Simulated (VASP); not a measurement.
# SrTiO3 (Amm2) in VASP: single point with PBEsol

Aim: the single point of SrTiO3 with PBEsol.

Everything below comes from runs of VASP 6.6.1. Logs are shortened: lines on timing, memory, paths and dates and some standing lists are left out, and cuts for length are marked.

## 1. The cell of the first run

The structure is orthorhombic, space group Amm2 (No. 38). The conventional cell has a = 3.891 Å, b = 5.503 Å, c = 5.503 Å, α = 90.00°, β = 90.00°, γ = 90.00°. Sr (site symmetry mm2) has 12 O at 2.75 Å and 8 Ti at 3.14 to 3.60 Å within 3.7 Å. Ti (site symmetry mm2) has 6 O at 1.76 to 2.15 Å within 2.3 Å. Within 2.6 Å of O (site symmetry mm2) lie 2 Ti at 1.97 Å. O (site symmetry m) has 2 Ti at 1.76 to 2.15 Å within 2.3 Å.

## 2. Single point, PBEsol (atom 2 (Ti) moved by (-0.200, -0.200) A along y and z)

File INCAR:

```
SYSTEM = SrTiO3
PREC = Accurate ; ENCUT = 520
EDIFF = 1E-6 ; ISMEAR = 0
SIGMA = 0.05 ; LREAL = .False.
LASPH = .True. ; NELM = 60
ALGO = Normal ; ISIF = 2
LWAVE = .False. ; LCHARG = .False.
GGA = PS ; NBANDS = 28
```

File KPOINTS:

```
Automatic mesh
0
Gamma
  8 8 8
  0 0 0
```

File POSCAR:

```
SrTiO3
1.0
    3.8911201354      0.0000000000      0.0000000000
    0.0000000000      3.8911201354      0.0000000000
    0.0000000000      0.0000000000      3.8911201354
Sr Ti O
1 1 3
Direct
    0.0000000000      0.0000000000      0.0000000000
    0.5000000000      0.4486009187      0.4486009187
    0.0000000000      0.5000000000      0.5000000000
    0.5000000000      0.0000000000      0.5000000000
    0.5000000000      0.5000000000      0.0000000000
```

Potentials or basis: VASP PAW PBE potentials, release 64 (Sr_sv, Ti_sv, O).

Launch:

```sh
$ cat potpaw_PBE.64/Sr_sv/POTCAR potpaw_PBE.64/Ti_sv/POTCAR potpaw_PBE.64/O/POTCAR > POTCAR
$ mpirun -np 1 vasp_std > vasp.out
```

OUTCAR:

```text
SYSTEM = SrTiO3
   PREC = Accurate
   ENCUT = 520
   EDIFF = 1E-6
   ISMEAR = 0
   LREAL = .False.
   LASPH = .True.
   NELM = 60
   ISIF = 2
   GGA = PS

 ion  position               nearest neighbor table
   1  0.000  0.000  0.000-   3 2.75   4 2.75   5 2.75   3 2.75   4 2.75   3 2.75   5 2.75   3 2.75
                             4 2.75   5 2.75   4 2.75   5 2.75   2 3.14   2 3.14   2 3.38   2 3.38
   2  0.500  0.449  0.449-   4 1.76   5 1.76   3 1.97   3 1.97   4 2.15   5 2.15   1 3.14   1 3.14
                             1 3.38   1 3.38   1 3.38   1 3.38   1 3.60   1 3.60
   3  0.000  0.500  0.500-   2 1.97   2 1.97   1 2.75   1 2.75   1 2.75   1 2.75
   4  0.500  0.000  0.500-   2 1.76   2 2.15   1 2.75   1 2.75   1 2.75   1 2.75
   5  0.500  0.500  0.000-   2 1.76   2 2.15   1 2.75   1 2.75   1 2.75   1 2.75

  LATTYP: Found a simple cubic cell.
 ALAT       =     3.8911201354

  Lattice vectors:

 A1 = (   3.8911201354,   0.0000000000,   0.0000000000)
 A2 = (   0.0000000000,   3.8911201354,   0.0000000000)
 A3 = (   0.0000000000,   0.0000000000,   3.8911201354)

Analysis of symmetry for initial positions (statically):
=====================================================================
 Subroutine PRICEL returns:
 Original cell was already a primitive cell.

 Routine SETGRP: Setting up the symmetry group for a
 simple cubic supercell.

 Subroutine GETGRP returns: Found  4 space group operations
 (whereof  4 operations were pure point group operations)
 out of a pool of 48 trial point group operations.

The static configuration has the point symmetry C_2v.

Analysis of symmetry for dynamics (positions and initial velocities):
=====================================================================
 Subroutine PRICEL returns:
 Original cell was already a primitive cell.

 Routine SETGRP: Setting up the symmetry group for a
 simple cubic supercell.

 Subroutine GETGRP returns: Found  4 space group operations
 (whereof  4 operations were pure point group operations)
 out of a pool of 48 trial point group operations.

The dynamic configuration has the point symmetry C_2v.

 Subroutine INISYM returns: Found  4 space group operations
 (whereof  4 operations are pure point group operations),
 and found     1 'primitive' translations

----------------------------------------------------------------------------------------

[... 99 lines left out ...]
   LREAL  =      F    real-space projection
   EDIFFG = 0.1E-04   stopping-criterion for IOM
   NSW    =      0    number of steps for IOM
   IBRION =     -1    ionic relax: 0-MD 1-quasi-New 2-CG
   NFREE  =      0    steps in history (QN), initial steepest desc. (CG)
   ISIF   =      2    stress and relaxation
   ISYM   =      2    0-nonsym 1-usesym 2-fastsym
   POTIM  = 0.5000    time-step for ionic-motion
   TEBEG  =    0.0;   TEEND  =   0.0 temperature during run
   PSTRESS=    0.0 pullay stress
   NELECT =      40.0000    total number of electrons
   NUPDOWN=      -1.0000    fix difference up-down
   EMIN   =  10.00;   EMAX   =-10.00  energy-range for DOS
   EFERMI =   0.00;   METHOD = LEGACY
   ISMEAR =     0;   SIGMA  =   0.05  broadening in eV -4-tet -1-fermi 0-gaus
   EFERMI_NEDOS =   21; number of points for ismear=-14 and -15
   IALGO  =     38    algorithm
   IMIX   =      4    mixing-type and parameters
     AMIX     =   0.40;   BMIX     =  1.00
     AMIX_MAG =   1.60;   BMIX_MAG =  1.00
  volume/ion in A,a.u.               =      11.78        79.52
  Fermi-wavevector in a.u.,A,eV,Ry     =   1.438865  2.719061 28.168602  2.070334
  Thomas-Fermi vector in A             =   2.557785
   LORBIT       =      0    0 simple, 1 ext, 2 COOP (PROOUT), +10 PAW based schemes
   GGA     = PS    functional components
   LHFCALC =     F    Hartree Fock is set to
   AEXX    =    0.0000 exact exchange contribution
   IVDW    =     0    specifies the selected vdW correction
   LEPSILON=     F    determine dielectric tensor
   LRPA    =     F    only Hartree local field effects (RPA)
 non-spin polarized calculation
 Gauss-broadening in eV      SIGMA  =   0.05
  energy-cutoff  :      520.00
  volume of cell :       58.91
 maximum number of plane-waves:      1622
 NGX is ok and might be reduce to    30
   NGX = 15   NGY = 15   NGZ = 15

 number of electron      40.0000012 magnetization

 Free energy of the ion-electron system (eV)
  ---------------------------------------------------
  ext. energy  EPLUGINS =         0.00000000
  ---------------------------------------------------
  free energy    TOTEN  =       -41.72572626 eV

  energy without entropy =      -41.72572626  energy(sigma->0) =      -41.72572626

 E-fermi :   4.4820     XC(G=0): -11.5733

 val. band max:        4.0955137718   @ k =   0.5000   0.5000   0.5000
 cond. band min:       6.7221212277   @ k =   0.0000   0.0000   0.0000
 fundamental gap:      2.6266074559
 Fermi energy:         4.4819832605

 k-point     1 :       0.0000    0.0000    0.0000
  band No.  band energies     occupation
      1     -51.6044      2.00000
      2     -28.6129      2.00000
      3     -28.1484      2.00000
      4     -28.0755      2.00000
      5     -27.9568      2.00000
      6     -13.2776      2.00000
[... 733 lines left out ...]
     27      11.2168      0.00000
     28      11.9396      0.00000

 [... further k-points ...]

------------------------ aborting loop because EDIFF is reached ----------------------------------------

  FORCE on cell =-STRESS in cart. coord.  units (eV):
  Direction    XX          YY          ZZ          XY          YZ          ZX
  --------------------------------------------------------------------------------------
  -------------------------------------------------------------------------------------
  Total        0.5068159      3.2440278      3.2440278      0.0000000      0.1404410      0.0000000
  in kB       13.7827822     88.2208499     88.2208499      0.0000000      3.8192719      0.0000000
  external PRESSURE =      63.4081607 kB  Pullay stress =       0.0000000 kB

 VOLUME and BASIS-vectors are now :
 -----------------------------------------------------------------------------
  energy-cutoff  :      520.00
  volume of cell :       58.91
      direct lattice vectors                 reciprocal lattice vectors
     3.891120135  0.000000000  0.000000000     0.256995406  0.000000000  0.000000000
     0.000000000  3.891120135  0.000000000     0.000000000  0.256995406  0.000000000
     0.000000000  0.000000000  3.891120135     0.000000000  0.000000000  0.256995406

 POSITION                                       TOTAL-FORCE (eV/Angst)
 -----------------------------------------------------------------------------------
      0.00000      0.00000      0.00000         0.000000     -0.655222     -0.655222
      1.94556      1.74556      1.74556         0.000000      2.225639      2.225639
      0.00000      1.94556      1.94556         0.000000     -0.126496     -0.126496
      1.94556      0.00000      1.94556         0.000000     -1.365689     -0.078232
      1.94556      1.94556      0.00000         0.000000     -0.078232     -1.365689
 -----------------------------------------------------------------------------------
    total drift:                                0.000000     -0.000171     -0.000170

  FREE ENERGIE OF THE ION-ELECTRON SYSTEM (eV)
  ---------------------------------------------------
  free  energy   TOTEN  =       -41.7257262606 eV

  energy  without entropy=      -41.7257262606  energy(sigma->0) =      -41.72572626
```

stdout:

```text
POSCAR found type information on POSCAR SrTiO
 POSCAR found :  3 types and       5 ions
 scaLAPACK will be used
 -----------------------------------------------------------------------------
|                                                                             |
|                                                                             |
|     You enforced a specific xc type in the INCAR file but a different       |
|     I HOPE YOU KNOW WHAT YOU ARE DOING!                                     |
|                                                                             |
 -----------------------------------------------------------------------------

 LDA part: xc-table for (Slater+PW92), standard interpolation
 POSCAR, INCAR and KPOINTS ok, starting setup
 FFT: planning ... GRIDC
 FFT: planning ... GRID_SOFT
 FFT: planning ... GRID
 WAVECAR not read
 entering main loop
```

Wall time 4.3 min (1 thread of Intel Xeon 8259CL, shared host); peak memory 0.3 GiB.

Results:

```yaml
Free_energy: -41.7257 eV
Pressure: 6.3 GPa
Largest_force: 3.148 eV/Å
Band_gap_on_the_k_mesh: 2.63 eV (least direct gap 3.29 eV)
```

Forces on the atoms (eV/Å):
```
Sr   0.000 -0.655 -0.655
Ti   0.000  2.226  2.226
O    0.000 -0.126 -0.126
O    0.000 -1.366 -0.078
O    0.000 -0.078 -1.366
```

Caveat: the cell differs from its parent crystal (atom 2 (Ti) moved by (-0.200, -0.200) A along y and z); the cell stands under pressure; the PAW data sets were made with another functional, which shifts forces and pressure a little.
